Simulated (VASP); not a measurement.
Wanted: the native input for a VASP 6.6.1 run.

| Property | Result |
| --- | --- |
| Task | single point |
| Functional | PBEsol |
| Potentials or basis | VASP PAW PBE potentials, release 64 (Ge_d) |
| Cutoff | 500 eV |
| k mesh | 7 × 7 × 4 |
| Occupations | fermi-dirac, width 0.02 eV |
| Spin | no spin polarisation |
| Dipole correction | no |
| Further INCAR settings | ALGO = Normal; EDIFF = 1e-06; NBANDS = 21 |

The structure of Ge lies in POSCAR:

```
Ge
1.0
    3.0215805905      0.0000000000      0.0000000000
   -1.5107902952      2.6167655509      0.0000000000
    0.0000000000      0.0000000000      4.7242408624
Ge
2
Direct
    0.3333333333      0.6666666667      0.2500000000
    0.6666666667      0.3333333333      0.7500000000
```

The input as run:

INCAR

```
ALGO     = Normal         # electronic algorithm
EDIFF    = 1E-6           # SCF threshold, eV
ENCUT    = 500            # plane-wave cutoff, eV
GGA      = PS             # functional
GGA_COMPAT= F            
ISIF     = 2              # what is computed and relaxed
ISMEAR   = -1             # smearing method
LASPH    = T              # aspherical terms in the spheres
LCHARG   = F              # write CHGCAR
LREAL    = F              # projectors in reciprocal space
LWAVE    = F              # write WAVECAR
NBANDS   = 21             # bands
NELM     = 120            # most SCF steps
PREC     = Accurate       # precision mode
SIGMA    = 0.02           # smearing width, eV
```

KPOINTS

```
k-points
0
Gamma
  7 7 4
```

Potentials or basis: VASP PAW PBE potentials, release 64 (Ge_d).

Command:

```bash
$ cat potpaw_PBE.64/Ge_d/POTCAR > POTCAR
$ mpirun -np 1 vasp_std > vasp.out
```

Results of the run:

```
Pressure               : -0.1 GPa
Band gap on the k mesh : zero (band 14 reaches 13.33 eV, above the bottom of band 15 at 5.14 eV)
```

Caveat: the PAW data sets were made with another functional, which shifts forces and pressure a little.

Wall time 7.5 s on 1 thread of Intel Xeon 6975P-C (shared host), peak memory 0.15 GiB.
